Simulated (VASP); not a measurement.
Here is a VASP 6.6.1 calculation.

Contents of POSCAR:

```
BaTe
1.0
    0.0767250000      3.4100000000      3.4100000000
    3.4867250000      0.0000000000      3.4867250000
    3.4100000000      3.4100000000      0.0767250000
Ba Te
1 1
Direct
    0.0000000000      0.0000000000      0.0000000000
    0.5000000000      0.5000000000      0.5000000000
```

The input INCAR.step1:

```
ALGO     = Normal         # electronic algorithm
EDIFF    = 1E-4           # SCF threshold, eV
ENCUT    = 520            # plane-wave cutoff, eV
GGA      = PE             # functional
ISMEAR   = 0              # smearing method
LASPH    = True           # aspherical terms in the spheres
LCHARG   = False          # write CHGCAR
LREAL    = False          # projectors in reciprocal space
LWAVE    = True           # write WAVECAR
NBANDS   = 15             # bands
NELM     = 100            # most SCF steps
PREC     = Accurate       # precision mode
SIGMA    = 0.05           # smearing width, eV
```

Contents of INCAR.step2:

```
ALGO     = Normal         # electronic algorithm
EDIFF    = 1E-6           # SCF threshold, eV
ENCUT    = 520            # plane-wave cutoff, eV
ISIF     = 2              # what is computed and relaxed
ISMEAR   = 0              # smearing method
ISTART   = 1            
LASPH    = True           # aspherical terms in the spheres
LCHARG   = False          # write CHGCAR
LMIXTAU  = True         
LREAL    = False          # projectors in reciprocal space
LWAVE    = False          # write WAVECAR
METAGGA  = R2SCAN         # meta-GGA
NBANDS   = 15             # bands
NELM     = 100            # most SCF steps
PREC     = Accurate       # precision mode
SIGMA    = 0.05           # smearing width, eV
```

The input KPOINTS:

```
k-points
0
Gamma
  8 8 8
```

Potentials or basis: VASP PAW PBE potentials, release 64 (Ba_sv, Te).

Run with:

```sh
$ cat potpaw_PBE.64/Ba_sv/POTCAR potpaw_PBE.64/Te/POTCAR > POTCAR
$ cp INCAR.step1 INCAR
$ mpirun -np 1 vasp_std > vasp.out
$ cp INCAR.step2 INCAR
$ mpirun -np 1 vasp_std > vasp.out
```

Problem. What does it give for the band gap on the k mesh?

Solution. 1.60 eV, indirect (least direct gap 1.96 eV).

Problem. What does it give for the pressure?

Solution. 4.5 GPa.

Stress tensor (GPa, compression positive):
```
 4.51  0.00 -0.47
 0.00  4.48  0.00
-0.47  0.00  4.51
```

Caveat: the cell differs from its parent crystal (strain +0.0450 x Voigt [0, 0, 0, 0, 1, 0]); the PAW data sets were made with another functional, which shifts forces and pressure a little; spin-orbit coupling is left out, which moves the levels of the heavy elements. A k mesh can miss the band edges.
